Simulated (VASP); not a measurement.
# ZnSe (zincblende type) (F-43m) in VASP: a series of runs, part 2 of 2

VASP 6.6.1. Earlier steps stand in the parts before.

### 4 Single point, r2SCAN

This run uses another cell than the first one, of 22.72 Å³/atom, 1.136 times its volume.

POSCAR

```
ZnSe
1.0
    0.0000000000      2.8321193536      2.8321193536
    2.8321193536      0.0000000000      2.8321193536
    2.8321193536      2.8321193536      0.0000000000
Zn Se
1 1
Direct
    0.0000000000      0.0000000000      0.0000000000
    0.2500000000      0.2500000000      0.2500000000
```

INCAR.step1

```
SYSTEM = ZnSe
PREC = Accurate
ENCUT = 520
ISMEAR = -1
SIGMA = 0.05
LREAL = .False.
LASPH = .True.
NELM = 60
NBANDS = 16
GGA = PE
ALGO = Normal
EDIFF = 1E-4
LWAVE = .True.
LCHARG = .False.
```

INCAR.step2

```
SYSTEM = ZnSe
PREC = Accurate
ENCUT = 520
EDIFF = 1E-6
ISMEAR = -1
SIGMA = 0.05
LREAL = .False.
LASPH = .True.
NELM = 60
ALGO = Normal
ISIF = 2
LWAVE = .False.
LCHARG = .False.
METAGGA = R2SCAN
LMIXTAU = .True.
NBANDS = 16
ISTART = 1
```

KPOINTS

```
Automatic mesh
0
Gamma
  11 11 11
  0 0 0
```

Potentials or basis: VASP PAW PBE potentials, release 64 (Zn, Se).

Launch:

```console
cat potpaw_PBE.64/Zn/POTCAR potpaw_PBE.64/Se/POTCAR > POTCAR
cp INCAR.step1 INCAR
mpirun -np 1 vasp_std > vasp.out
cp INCAR.step2 INCAR
mpirun -np 1 vasp_std > vasp.out
```

OUTCAR:

```text
SYSTEM = ZnSe
   PREC = Accurate
   ENCUT = 520
   EDIFF = 1E-6
   ISMEAR = -1
   LREAL = .False.
   LASPH = .True.
   NELM = 60
   ISIF = 2
   METAGGA = R2SCAN
   ISTART = 1

 ion  position               nearest neighbor table
   1  0.000  0.000  0.000-   2 2.45   2 2.45   2 2.45   2 2.45
   2  0.250  0.250  0.250-   1 2.45   1 2.45   1 2.45   1 2.45

  LATTYP: Found a face centered cubic cell.
 ALAT       =     5.6642387072

  Lattice vectors:

 A1 = (   0.0000000000,   2.8321193536,   2.8321193536)
 A2 = (   2.8321193536,   0.0000000000,   2.8321193536)
 A3 = (   2.8321193536,   2.8321193536,   0.0000000000)

Analysis of symmetry for initial positions (statically):
=====================================================================
 Subroutine PRICEL returns:
 Original cell was already a primitive cell.

 Routine SETGRP: Setting up the symmetry group for a
 face centered cubic supercell.

 Subroutine GETGRP returns: Found 24 space group operations
 (whereof 24 operations were pure point group operations)
 out of a pool of 48 trial point group operations.
[... 156 lines left out ...]
  ---------------------------------------------------
  ext. energy  EPLUGINS =         0.00000000
  ---------------------------------------------------
  free energy    TOTEN  =       -24.90968709 eV

  energy without entropy =      -24.90968709  energy(sigma->0) =      -24.90968709

 E-fermi :   2.2989     XC(G=0):  -9.9288

 val. band max:        1.3131521957   @ k =   0.0000   0.0000   0.0000
 cond. band min:       3.1880351665   @ k =   0.0000   0.0000   0.0000
 fundamental gap:      1.8748829708
 Fermi energy:         2.2988502229

 k-point     1 :       0.0000    0.0000    0.0000
  band No.  band energies     occupation
      1     -12.4123      2.00000
      2      -5.3866      2.00000
      3      -5.3866      2.00000
      4      -5.3866      2.00000
      5      -4.9777      2.00000
      6      -4.9777      2.00000
[... 433 lines left out ...]
      3      -5.3043      2.00000
      4      -5.2824      2.00000
      5      -4.9936      2.00000
      6      -4.9582      2.00000
[... 8 lines left out ...]
     15      13.5870      0.00000
     16      14.9735      0.00000

 [... further k-points ...]
[... 5 lines left out ...]
  --------------------------------------------------------------------------------------
  -------------------------------------------------------------------------------------
  Total        0.0400576      0.0400576      0.0400576      0.0000000     -0.0000000     -0.0000000
  in kB        1.4126386      1.4126386      1.4126386      0.0000000     -0.0000000     -0.0000000
  external PRESSURE =       1.4126386 kB  Pullay stress =       0.0000000 kB

 VOLUME and BASIS-vectors are now :
 -----------------------------------------------------------------------------
  energy-cutoff  :      520.00
  volume of cell :       45.43
      direct lattice vectors                 reciprocal lattice vectors
     0.000000000  2.832119354  2.832119354    -0.176546232  0.176546232  0.176546232
     2.832119354  0.000000000  2.832119354     0.176546232 -0.176546232  0.176546232
     2.832119354  2.832119354  0.000000000     0.176546232  0.176546232 -0.176546232

 POSITION                                       TOTAL-FORCE (eV/Angst)
 -----------------------------------------------------------------------------------
      0.00000      0.00000      0.00000         0.000000      0.000000      0.000000
      1.41606      1.41606      1.41606        -0.000000     -0.000000     -0.000000
 -----------------------------------------------------------------------------------
    total drift:                                0.000022      0.000022      0.000022

  FREE ENERGIE OF THE ION-ELECTRON SYSTEM (eV)
  ---------------------------------------------------
  free  energy   TOTEN  =       -24.9096870877 eV

  energy  without entropy=      -24.9096870877  energy(sigma->0) =      -24.90968709
```

OSZICAR.step1:

```text
N       E                     dE             d eps       ncg     rms          rms(c)
DAV:   1     0.871873011330E+02    0.87187E+02   -0.87731E+03  1792   0.129E+03
DAV:   2    -0.815584308982E+00   -0.88003E+02   -0.82913E+02  2048   0.254E+02
DAV:   3    -0.626391359514E+01   -0.54483E+01   -0.54289E+01  2184   0.611E+01
DAV:   4    -0.630730631796E+01   -0.43393E-01   -0.43389E-01  2208   0.594E+00
DAV:   5    -0.630750705294E+01   -0.20073E-03   -0.20073E-03  2208   0.357E-01    0.477E+00
DAV:   6    -0.603848684554E+01    0.26902E+00   -0.53134E-01  2632   0.239E+01    0.364E+00
DAV:   7    -0.601950965355E+01    0.18977E-01   -0.15450E-01  2040   0.351E+00    0.155E+00
DAV:   8    -0.601930219129E+01    0.20746E-03   -0.44015E-03  2400   0.669E-01    0.451E-01
DAV:   9    -0.601953095967E+01   -0.22877E-03   -0.10895E-03  2168   0.250E-01    0.665E-02
DAV:  10    -0.601963644042E+01   -0.10548E-03   -0.18478E-04  2240   0.995E-02    0.218E-02
DAV:  11    -0.601963088234E+01    0.55581E-05   -0.31892E-05  1112   0.469E-02
   1 F= -.60196309E+01 E0= -.60196309E+01  d E =-.141534E-07
```

It took 74 s on 1 thread of Intel Xeon 6975P-C (Granite Rapids), shared host; peak memory 0.19 GiB.

Results:

```yaml
Free_energy: -24.9097 eV
Pressure: 0.1 GPa
Band_gap_on_the_k_mesh: 1.87 eV, direct
```

Caveat: the PAW data sets were made with another functional, which shifts forces and pressure a little.

### 5 Summary

```tsv
cell	gap on the mesh (eV)	pressure (GPa)
a = 3.838 Å, angles 60.0°, 2 atoms	2.46	11.3
a = 3.923 Å, angles 60.0°, 2 atoms	2.15	4.8
a = 4.005 Å, angles 60.0°, 2 atoms	1.87	0.1
```

Alike in all rows: task single point; level r2SCAN; potentials or basis VASP PAW PBE potentials, release 64 (Zn, Se); no spin polarisation; k mesh 11 × 11 × 11; cutoff (eV) 520; smearing fermi-dirac 0.05 eV.

Caveats: the PAW data sets were made with another functional, which shifts forces and pressure a little.

Total energies depend on the potentials used, so only differences within one code and one set of settings carry meaning.
